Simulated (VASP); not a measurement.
**MoS2: single point with PBEsol**

MoS2:

```
Mo S
1.0
     3.14441    0.00000    0.00000
    -1.57221    2.72314    0.00000
     0.00000    0.00000    5.92877
Mo S
1 2
Direct
  0.00000 0.00000 0.50000
  0.33333 0.66667 0.23360
  0.66667 0.33333 0.76640
```

```
Program                : VASP 6.6.1
Task                   : single point
Functional             : PBEsol
Potentials or basis    : VASP PAW PBE potentials, release 64 (Mo_sv, S)
Cutoff                 : 520 eV
k mesh                 : 18 × 18 × 8
Occupations            : gaussian, width 0.1 eV
Spin                   : no spin polarisation
Dipole correction      : no
Further INCAR settings : ALGO = Normal; EDIFF = 1e-06; NBANDS = 20
```

```
Pressure               : 0.9 GPa
Largest force          : 0.004 eV/Å
Band gap on the k mesh : zero (bands 13 and 14 overlap by 1.15 eV)
```

Forces on the atoms (eV/Å):
```
Mo   0.000  0.000  0.000
S    0.000  0.000 -0.004
S    0.000  0.000  0.004
```

Levels at points of the mesh, in eV from the Fermi level:
```csv
k point,band 11,band 12,band 13,band 14,band 15,band 16
"(0.00, 0.00, 0.00)",-1.47,-0.91,-0.91,-0.07,-0.07,3.09
"(0.50, 0.00, 0.00)",-3.59,-1.89,-1.81,1.24,1.79,3.72
"(0.00, 0.00, 0.50)",-0.93,-0.93,-0.26,-0.26,-0.03,3.48
"(0.50, 0.00, 0.50)",-2.59,-2.19,-1.41,1.24,1.97,3.09
```

Run time: 99 s on 1 thread of Intel(R) Xeon(R) 6975P-C (Granite Rapids) (shared host), peak memory 0.36 GiB.

Caveat: the PAW data sets were made with another functional, which shifts forces and pressure a little.
